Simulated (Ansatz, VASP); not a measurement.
**One calculation of Tc, two programs**

```xyz
2
Lattice="2.7400 0.0000 0.0000 -1.3700 2.3729 0.0000 0.0000 0.0000 4.3980" Properties=species:S:1:pos:R:3 pbc="T T T"
Tc    0.0000    1.5819    1.0995
Tc    1.3700    0.7910    3.2985
```

Alike in both runs: task relaxation of cell and atoms; functional PBEsol; k mesh 18 × 18 × 10; occupations gaussian, width 0.05 eV; no spin polarisation.

```csv
,VASP,Ansatz
version,VASP 6.6.1,Ansatz 0.2.0
potentials or method,"VASP PAW PBE potentials, release 64 (Tc_pv), cutoff 600 eV","scalar-relativistic, plane waves, PAW"
valence electrons in the cell,26,30
```

Ansatz gave:

```
gap on the k mesh at the Fermi level, each at its own relaxed structure (eV)  : none
relaxed volume (Å³/atom)                                                      : 14.00
relaxed length of the cell vector where the two differ most in proportion (Å) : 2.724
```

Question: Estimate VASP's values.

Answer: gap on the k mesh at the Fermi level, each at its own relaxed structure (eV): none; relaxed volume (Å³/atom): 13.97; relaxed length of the cell vector where the two differ most in proportion (Å): 2.723.

VASP's potentials were made for PBE, not for PBEsol. A gap of «none» marks a metal or a gap that the smearing closes. VASP's potentials hold 26 valence electrons a cell and Ansatz's 30, so a difference there can come from the potentials and not from the codes.
